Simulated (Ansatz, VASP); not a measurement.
## BAs in VASP and in Ansatz

```
B As
1.0
     0.00000    2.45182    2.45182
     2.45182    0.00000    2.45182
     2.45182    2.45182    0.00000
B As
1 1
Cartesian
  0.0000 0.0000 0.0000
  1.2259 1.2259 1.2259
```

Change from the starting cell: volume scaled by 1.06, crystal datasets.

Alike in both runs: task electric field gradients; functional PBE; k mesh 15 × 15 × 15; occupations fermi-dirac, width 0.08 eV; no spin polarisation.

|  | VASP | Ansatz |
| --- | --- | --- |
| version | VASP 6.6.1 | Ansatz 0.2.0 |
| potentials or method | VASP PAW PBE potentials, release 64 (B, As), cutoff 520 eV | all-electron PAW with datasets made for the crystal, scalar-relativistic |

|  | VASP | Ansatz | Ansatz less VASP |
| --- | --- | --- | --- |
| pressure (GPa) | -6.3 | -6.8 | -0.47 |

Ansatz ran all-electron here, and VASP with PAW potentials.
